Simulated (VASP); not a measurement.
**ZrAl3N4: single point with PBE**

The system is ZrAl3N4.

```
CELL_PARAMETERS angstrom
3.27615 0.00000 0.00000
-1.63808 2.83723 0.00000
0.00000 0.00000 11.28664
ATOMIC_POSITIONS crystal
Zr 0.33333 0.66667 0.00000
Al 0.33333 0.66667 0.50000
Al 0.66667 0.33333 0.25000
Al 0.66667 0.33333 0.75000
N 0.00000 0.00000 0.87500
N 0.00000 0.00000 0.37500
N 0.00000 0.00000 0.12500
N 0.00000 0.00000 0.62500
```

| Property | Result |
| --- | --- |
| Program | VASP 6.6.1 |
| Task | single point |
| Functional | PBE |
| Potentials or basis | VASP PAW PBE potentials, release 64 (Zr_sv, Al, N) |
| Cutoff | 520 eV |
| k mesh | 6 × 6 × 2 |
| Occupations | gaussian, width 0.1 eV |
| Spin | no spin polarisation |
| Dipole correction | no |
| Further INCAR settings | ALGO = Normal; EDIFF = 1e-06; NBANDS = 30 |

```json
{
  "Pressure": "-32.2 GPa",
  "Largest force": "0.609 eV/Å"
}
```

Forces in eV/Å, atoms in the order of the input:
```
Zr   0.000  0.000  0.000
Al   0.000  0.000  0.000
Al   0.000  0.000  0.596
Al   0.000  0.000 -0.596
N    0.000  0.000 -0.609
N    0.000  0.000 -0.207
N    0.000  0.000  0.609
N    0.000  0.000  0.207
```

Stress tensor (GPa, compression positive):
```
-34.24   0.00   0.00
  0.00 -34.24   0.00
  0.00   0.00 -28.22
```

Levels at points of the mesh, in eV from the Fermi level:
| k point | band 17 | band 18 | band 19 | band 20 | band 21 | band 22 | band 23 | band 24 |
| --- | --- | --- | --- | --- | --- | --- | --- | --- |
| (0.00, 0.00, 0.00) | -1.41 | -1.00 | -0.92 | -0.92 | -0.88 | 1.53 | 1.71 | 1.82 |
| (0.50, 0.00, 0.00) | -2.78 | -2.18 | -1.81 | -0.76 | -0.35 | 0.67 | 1.69 | 1.97 |
| (0.00, 0.00, 0.50) | -1.37 | -1.37 | -0.94 | -0.94 | 0.30 | 0.69 | 1.76 | 2.89 |
| (0.50, 0.00, 0.50) | -2.42 | -2.17 | -1.70 | -1.49 | 0.14 | 0.34 | 1.47 | 2.07 |

It took 58 s on 1 thread of AMD EPYC 7R43 64-Core Processor (Zen 3) (shared host), peak memory 0.18 GiB.

Caveat: the k points lie up to 0.37 Å⁻¹ apart.
